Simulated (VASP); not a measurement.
A run of VASP 6.6.1 is set up as follows.

INCAR

```
SYSTEM = Tm2MgC2
PREC = Accurate ; ENCUT = 600
EDIFF = 1E-6 ; ISMEAR = 0
SIGMA = 0.1 ; LREAL = .False.
LASPH = .True. ; NELM = 200
ALGO = Normal ; ISIF = 2
LWAVE = .False. ; LCHARG = .False.
GGA = PE ; NBANDS = 22
GGA_COMPAT = .False. ; LMAXMIX = 6
```

KPOINTS

```
Automatic mesh
0
Gamma
  12 12 12
  0 0 0
```

File POSCAR:

```
Tm2MgC2
1.0
   -1.6731402253      2.5505182272      4.9045037189
    1.6731402253     -2.5505182272      4.9045037189
    1.6731402253      2.5505182272     -4.9045037189
Tm Mg C
2 1 2
Direct
    0.6746187204      0.1746187204      0.5000000000
    0.3253812796      0.8253812796      0.5000000000
    0.0000000000      0.0000000000      0.0000000000
    0.3603480739      0.5000000000      0.8603480739
    0.6396519261      0.5000000000      0.1396519261
```

Potentials or basis: VASP PAW PBE potentials, release 64 (Tm_3, Mg, C), 4f in core.

Launch:

```console
$ cat potpaw_PBE.64/Tm_3/POTCAR potpaw_PBE.64/Mg/POTCAR potpaw_PBE.64/C/POTCAR > POTCAR
$ mpirun -np 1 vasp_std > vasp.out
```

**Question.** Predict the band gap on the k mesh.

**Answer.** Zero (bands 14 and 15 overlap by 2.10 eV).

**Question.** Estimate the largest force.

**Answer.** 0.103 eV/Å.

**Question.** Estimate the pressure.

**Answer.** 0.7 GPa.

Stress tensor (GPa, compression positive):
```
0.64 0.00 0.00
0.00 0.67 0.00
0.00 0.00 0.81
```

Caveat: spin-orbit coupling is left out, which moves the levels of the heavy elements; the 4f electrons are frozen in the core, so they carry no moment and show no levels. Spin polarisation is off, so any magnetic state and its effect on volume and gap are missing.
